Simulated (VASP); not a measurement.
A run of VASP 6.6.1 is set up as follows.

The input INCAR:

```
PREC = Accurate ; ENCUT = 520
EDIFF = 1E-7 ; ISMEAR = 0
SIGMA = 0.02 ; LREAL = F
LASPH = T ; NELM = 100
ALGO = Normal ; ISIF = 2
LWAVE = F ; LCHARG = F
GGA = PE ; NBANDS = 14
```

The input KPOINTS:

```
Automatic mesh
0
Gamma
  6 6 6
```

POSCAR

```
NaI
1.0
    0.0000000000      3.2316638043      3.2316638043
    3.2316638043      0.0000000000      3.2316638043
    3.2316638043      3.2316638043      0.0000000000
Na I
1 1
Direct
    0.5000000000      0.5000000000      0.5000000000
    0.0000000000      0.0000000000      0.0000000000
```

Potentials or basis: VASP PAW PBE potentials, release 64 (Na_pv, I).

The run is started by

```sh
$ cat potpaw_PBE.64/Na_pv/POTCAR potpaw_PBE.64/I/POTCAR > POTCAR
$ mpirun -np 1 vasp_std > vasp.out
```

Problem. Estimate the band gap on the k mesh.

Solution. 3.65 eV, direct.

Problem. Predict the pressure.

Solution. 0.5 GPa.

Caveat: spin-orbit coupling is left out, which moves the levels of the heavy elements.
